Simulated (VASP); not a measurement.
## Fe: single point with r2SCAN

Fe:

```
Fe
1.0
     0.00000    2.40477    2.40477
     2.40477    0.00000    2.40477
     2.40477    2.40477    0.00000
Fe
2
Direct
  0.00000 0.00000 0.00000
  0.25000 0.25000 0.25000
```

This isn't the form of Fe at room conditions, which is bcc.

| Property | Result |
| --- | --- |
| Program | VASP 6.6.1 |
| Task | single point |
| Functional | r2SCAN |
| Potentials or basis | VASP PAW PBE potentials, release 64 (Fe_sv) |
| Cutoff | 660 eV |
| k mesh | 20 × 20 × 20 |
| Occupations | gaussian, width 0.1 eV |
| Spin | collinear spin, ferromagnetic start |
| Starting moments | [0.46, 0.46] μB |

```yaml
Pressure: -1.8 GPa
Band_gap_on_the_k_mesh: zero (filled and empty bands overlap)
Net_moment: 0.00 μB per cell
Valence_electrons_inside_the_program's_atomic_spheres: Fe 13.97
```

Levels at points of the mesh, in eV from the Fermi level:
Spin up:
```
           k point  band 13  band 14  band 15  band 16  band 17  band 18  band 19  band 20
(0.00, 0.00, 0.00)    -2.73    -2.73    -0.40    -0.40    -0.40     1.38     1.38    15.19
(0.50, 0.00, 0.00)    -2.73    -2.73    -1.26     0.19     0.19     1.10     1.10     2.74
(0.50, 0.50, 0.00)    -1.53    -1.53    -0.80    -0.80     1.32     1.32     3.01     3.01
```
Spin down:
| k point | band 14 | band 15 | band 16 | band 17 | band 18 | band 19 |
| --- | --- | --- | --- | --- | --- | --- |
| (0.00, 0.00, 0.00) | -2.73 | -0.40 | -0.40 | -0.40 | 1.38 | 1.38 |
| (0.50, 0.00, 0.00) | -2.73 | -1.26 | 0.19 | 0.19 | 1.10 | 1.10 |
| (0.50, 0.50, 0.00) | -1.53 | -0.80 | -0.80 | 1.32 | 1.32 | 3.01 |

Wall time 33 min on 1 thread of AMD EPYC 7R43 64-Core Processor (Zen 3), with other jobs on the host, peak memory 0.41 GiB.

Caveat: the PAW data sets were made with another functional, which shifts forces and pressure a little.
